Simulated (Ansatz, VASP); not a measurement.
# One calculation of NaSrBr3, two programs

File INCAR:

```
SYSTEM = NaSrBr3
ALGO = Normal ; EDIFF = 1E-6
ENCUT = 520 ; GGA = PE
ISIF = 2 ; ISMEAR = -1
LASPH = .TRUE. ; LCHARG = .TRUE.
LELF = .TRUE. ; LREAL = .FALSE.
LVHAR = .TRUE. ; LWAVE = .FALSE.
NBANDS = 27 ; NELM = 80
PREC = Accurate ; SIGMA = 0.02
```

KPOINTS

```
k-points
0
G
  4 4 4
  0 0 0
```

Contents of POSCAR:

```
NaSrBr3
1.0
    5.8684028490      0.0000000000      0.0000000000
    0.0000000000      5.8684028490      0.0000000000
    0.0000000000      0.0000000000      5.9408603649
Na Sr Br
1 1 3
Direct
    0.0000000000      0.0000000000      0.0000000000
    0.5000000000      0.5000000000      0.5000000000
    0.5000000000      0.5000000000      0.0000000000
    0.5000000000      0.0000000000      0.5000000000
    0.0000000000      0.5000000000      0.5000000000
```

Input for Ansatz:

```yaml
crystal:
  lattice:
    - [5.868402849, 0.0, 0.0]
    - [0.0, 5.868402849, 0.0]
    - [0.0, 0.0, 5.9408603649]
  atoms:
    - { symbol: Na, position: [0.0, 0.0, 0.0] }
    - { symbol: Sr, position: [0.5, 0.5, 0.5] }
    - { symbol: Br, position: [0.5, 0.5, 0.0] }
    - { symbol: Br, position: [0.5, 0.0, 0.5] }
    - { symbol: Br, position: [0.0, 0.5, 0.5] }
kpoints:
  mp_grid: { grid: [4, 4, 4] }
  band_path:
    path: [[0.0, 0.0, 0.0], [0.0, 0.5, 0.0], [0.5, 0.5, 0.0], [0.5, 0.5, 0.5]]
    npoints: 1
hamiltonian:
  xc: pbe
scf:
  occupations: { method: fermi_dirac, width: 0.02 }
  n_extra_bands: 5
output:
  forces: true
  stress: true
  eigenvalues: true
  write_density: true
  write_potential: true
  elf: true
  volumetric_format: npy
```

Change from the starting cell: epitaxial_xy strain -1.0%.

Alike in both runs: task single point; functional PBE; k mesh 4 × 4 × 4; occupations fermi-dirac, width 0.02 eV; no spin polarisation.

|  | VASP | Ansatz |
| --- | --- | --- |
| version | VASP 6.6.1 | Ansatz 0.2.0 |
| potentials or method | VASP PAW PBE potentials, release 64 (Na_pv, Sr_sv, Br) | plane waves, PAW |
| plane-wave cutoff (eV) | 520 | 420 |
| valence electrons in the cell | 38 | 40 |

```tsv
	VASP	Ansatz	Ansatz less VASP
gap on the k mesh at the Fermi level (eV)	2.97	2.97	+0.001
pressure (GPa)	0.7	0.6	-0.07
traceless stress, the component that is largest in VASP (GPa)	-0.34	-0.33	+0.006
```

VASP's potentials hold 38 valence electrons a cell and Ansatz's 40, so a difference there can come from the potentials and not from the codes.
